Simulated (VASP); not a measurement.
# Au in VASP: further runs, part 2 of 2

VASP 6.6.1. Earlier steps stand in the parts before.

## Step 4: Relaxation of cell and atoms, PBEsol, target pressure -3 GPa, at which the enthalpy is minimised

This run uses another cell than the first one, of 17.51 Å³/atom, 1.073 times its volume.

Input file INCAR:

```
SYSTEM = Au
PREC     = Accurate       ! precision mode
ENCUT    = 600            ! plane-wave cutoff, eV
EDIFF    = 1E-7           ! SCF threshold, eV
ISMEAR   = 0              ! smearing method
SIGMA    = 0.1            ! smearing width, eV
LREAL    = .False.        ! projectors in reciprocal space
LASPH    = .True.         ! aspherical terms in the spheres
NELM     = 60             ! most SCF steps
ALGO     = Normal         ! electronic algorithm
ISIF     = 3              ! what is computed and relaxed
LWAVE    = .False.        ! write WAVECAR
LCHARG   = .False.        ! write CHGCAR
GGA      = PS             ! functional
IBRION   = 2              ! ionic algorithm
NSW      = 70             ! ionic steps
EDIFFG   = -0.008         ! ionic threshold
PSTRESS  = -30.0
```

Input file KPOINTS:

```
Automatic mesh
0
Gamma
  18 18 18
  0 0 0
```

Input file POSCAR:

```
Au
1.0
    0.0000000000      2.0611922442      2.0611922442
    2.0611922442      0.0000000000      2.0611922442
    2.0611922442      2.0611922442      0.0000000000
Au
1
Direct
    0.0000000000      0.0000000000      0.0000000000
```

Command:

```bash
cat potpaw_PBE.64/Au/POTCAR > POTCAR
mpirun -np 1 vasp_std > vasp.out
```

It took 23 s on 1 thread of Intel Xeon Platinum 8559C (Emerald Rapids), shared host; peak memory 0.17 GiB.

Results (log left out):

```
Free energy                                            : -3.9221 eV
Relaxed volume                                         : 17.32 Å³/atom
Relaxed cell                                           : a = 2.904 Å, b = 2.904 Å, c = 2.904 Å, α = 60.00°, β = 60.00°, γ = 60.00°
Space group after relaxing (to 0.05 Å)                 : Fm-3m (No. 225)
Energy change on relaxing (the enthalpy is what falls) : -4.8 meV/atom
Ionic steps                                            : 3
Pressure after relaxing                                : -3.0 GPa
```

Step by step:
```tsv
step	energy change (eV)	largest force (eV/Å)	pressure (GPa)	volume (Å³)
1	0.0000	0.0000	-4.74	17.51
2	-0.0077	0.0000	-0.28	17.04
3	-0.0048	0.0000	-3.00	17.32
```

Final structure:
```yaml
crystal:
  lattice:
    - [0.00000, 2.05340, 2.05340]
    - [2.05340, 0.00000, 2.05340]
    - [2.05340, 2.05340, 0.00000]
  atoms:
    - { symbol: Au, position: [0.00000, 0.00000, 0.00000] }
```

Levels at points of the mesh, in eV from the Fermi level:
```
           k point  band 2  band 3  band 4  band 5  band 6  band 7  band 8  band 9
(0.00, 0.00, 0.00)   -4.55   -4.55   -4.55   -3.07   -3.07   14.56   18.46   18.46
(0.50, 0.00, 0.00)   -4.59   -4.59   -1.90   -1.90   -0.91    3.01   13.99   17.01
(0.50, 0.50, 0.00)   -6.57   -1.94   -1.58   -1.58    1.04    5.65    9.95    9.95
```

Caveat: the cell is relaxed towards a set pressure, so the enthalpy falls and the energy may rise; the PAW data sets were made with another functional, which shifts forces and pressure a little; spin-orbit coupling is left out, which moves the levels of the heavy elements.

## Step 5: Single point, PBEsol (biaxial strain in the a-b plane: +1.0 %, then relaxed in part)

Input file INCAR:

```
SYSTEM = Au
PREC     = Accurate       ! precision mode
ENCUT    = 520            ! plane-wave cutoff, eV
EDIFF    = 1E-6           ! SCF threshold, eV
ISMEAR   = 0              ! smearing method
SIGMA    = 0.1            ! smearing width, eV
LREAL    = .False.        ! projectors in reciprocal space
LASPH    = .True.         ! aspherical terms in the spheres
NELM     = 100            ! most SCF steps
ALGO     = Fast           ! electronic algorithm
ISIF     = 2              ! what is computed and relaxed
LWAVE    = .False.        ! write WAVECAR
LCHARG   = .False.        ! write CHGCAR
GGA      = PS             ! functional
NBANDS   = 18             ! bands
```

Input file KPOINTS:

```
regular mesh
0
Gamma
  18 18 14
  0 0 0
```

Input file POSCAR:

```
Au
1.0
    2.0622987345      2.0622987345      0.0000000000
   -2.0622987345      2.0622987345      0.0000000000
    0.0000000000      0.0000000000      4.0071134115
Au
2
Direct
    0.0000000000      0.0000000000      0.0000000000
    0.5000000000      0.5000000000      0.5000000000
```

Command:

```bash
cat potpaw_PBE.64/Au/POTCAR > POTCAR
mpirun -np 1 vasp_std > vasp.out
```

It took 4.4 min on 1 thread of Intel Xeon 8259CL, shared host; peak memory 0.32 GiB.

The run converged. Its results:

| Item | Value |
| --- | --- |
| Free energy | -7.8500 eV |
| Pressure | -0.5 GPa |
| Band gap on the k mesh | zero (band 11 reaches 13.75 eV, above the bottom of band 12 at 6.60 eV) |

Stress tensor (GPa, compression positive):
```
-0.61  0.00  0.00
 0.00 -0.61  0.00
 0.00  0.00 -0.21
```

Levels at points of the mesh, in eV from the Fermi level:
```
           k point  band 9  band 10  band 11  band 12  band 13  band 14
(0.00, 0.00, 0.00)   -2.00    -1.62    -1.62     1.28     6.18     9.61
(0.50, 0.00, 0.00)   -3.24    -3.24    -0.45    -0.45     8.86     8.86
(0.50, 0.50, 0.00)   -1.55    -1.55     0.78     0.78     5.51     5.51
(0.00, 0.00, 0.50)   -3.52    -3.52    -2.69    -2.69    14.62    14.62
(0.50, 0.00, 0.50)   -1.90    -1.90    -1.03    -1.03     3.05     3.05
(0.50, 0.50, 0.50)   -1.74    -1.74     4.42     4.42     6.31     6.31
```

Caveat: the cell differs from its parent crystal (biaxial strain in the a-b plane: +1.0 %, then relaxed in part); the PAW data sets were made with another functional, which shifts forces and pressure a little; spin-orbit coupling is left out, which moves the levels of the heavy elements.

## Step 6: Overview

| task | cell | k mesh | cutoff (eV) | gap on the mesh (eV) | pressure (GPa) |
| --- | --- | --- | --- | --- | --- |
| relaxation of cell and atoms | relaxed to 8 GPa from a = 2.847 Å, angles 60.0°, 1 atom | 18 × 18 × 18 | 600 | none | 8.0 |
| relaxation of cell and atoms | relaxed to 3 GPa from a = 2.860 Å, angles 60.0°, 1 atom | 18 × 18 × 18 | 600 | none | 2.9 |
| relaxation of cell and atoms | relaxed to -3 GPa from a = 2.915 Å, angles 60.0°, 1 atom | 18 × 18 × 18 | 600 | none | -3.0 |
| single point | a = 2.917, b = 2.917, c = 4.007 Å, 2 atoms | 18 × 18 × 14 | 520 | none | -0.5 |

Alike in all rows: level PBEsol; potentials or basis VASP PAW PBE potentials, release 64 (Au); no spin polarisation; smearing gaussian 0.1 eV.

Caveats: the PAW data sets were made with another functional, which shifts forces and pressure a little; spin-orbit coupling is left out, which moves the levels of the heavy elements; the cell is relaxed towards a set pressure, so the enthalpy falls and the energy may rise (some runs).

Total energies depend on the potentials used, so only differences within one code and one set of settings carry meaning.
